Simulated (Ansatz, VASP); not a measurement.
# One calculation of W, two programs

The input INCAR:

```
PREC = Accurate
ENCUT = 520
EDIFF = 1E-6
ISMEAR = -1
SIGMA = 0.1
LREAL = F
LASPH = T
NELM = 60
ALGO = Normal
ISIF = 2
LWAVE = F
LCHARG = F
GGA = PS
NBANDS = 28
```

The input KPOINTS:

```
Automatic mesh
0
Gamma
  9 9 14
```

File POSCAR:

```
W
1.0
    4.8202897573      0.0000000000      0.0000000000
   -2.4101448787      4.1744933834      0.0000000000
    0.0000000000      0.0000000000      2.6827906880
W
3
Direct
    1.0000000000      1.0000000000      0.0000000000
    0.3333333333      0.6666666667      0.5000000000
    0.6666666667      0.3333333333      0.5000000000
```

Input for Ansatz:

```yaml
crystal:
  lattice:
    - [4.8202897573, 0.0, 0.0]
    - [-2.4101448787, 4.1744933834, 0.0]
    - [0.0, 0.0, 2.682790688]
  atoms:
    - { symbol: W, position: [1.0, 1.0, 0.0] }
    - { symbol: W, position: [0.3333333333, 0.6666666667, 0.5] }
    - { symbol: W, position: [0.6666666667, 0.3333333333, 0.5] }
hamiltonian:
  xc: pbesol
  pseudopotentials:
    kind: paw
    azcp:
      W: "pseudopotentials/W.paw.azcp"
basis:
  ecutwfc: 420
  fft_grid_basis: typed
kpoints:
  mp_grid: { grid: [9, 9, 14], shift: [0, 0, 0] }
magnetization:
  spin_polarized: false
scf:
  occupations: { method: fermi_dirac, width: 0.1 }
  lower_state_search: "off"
output:
  stress: true
  write_density: true
  write_potential: true
  elf: true
  volumetric_format: npy
```

Alike in both runs: task single point; functional PBEsol; k mesh 9 × 9 × 14; occupations fermi-dirac, width 0.1 eV; no spin polarisation.

|  | VASP | Ansatz |
| --- | --- | --- |
| version | VASP 6.6.1 | Ansatz 0.2.0 |
| potentials or method | VASP PAW PBE potentials, release 64 (W_sv), cutoff 520 eV | plane waves (420 eV) with PAW, scalar-relativistic |
| valence electrons in the cell | 42 | 42 |

Ansatz gave:

```
pressure (GPa)                                                : -26.3
traceless stress, the component that is largest in VASP (GPa) : -2.71
```

Problem. What did VASP give for the same quantities?

Solution. Pressure (GPa): -26.0; traceless stress, the component that is largest in VASP (GPa): -2.49.

VASP's potentials were made for PBE, not for PBEsol, and Ansatz warns of the same on its side. The functional is the same, so the differences come from potentials, cutoffs and numerics.

Spin-orbit coupling is off throughout.
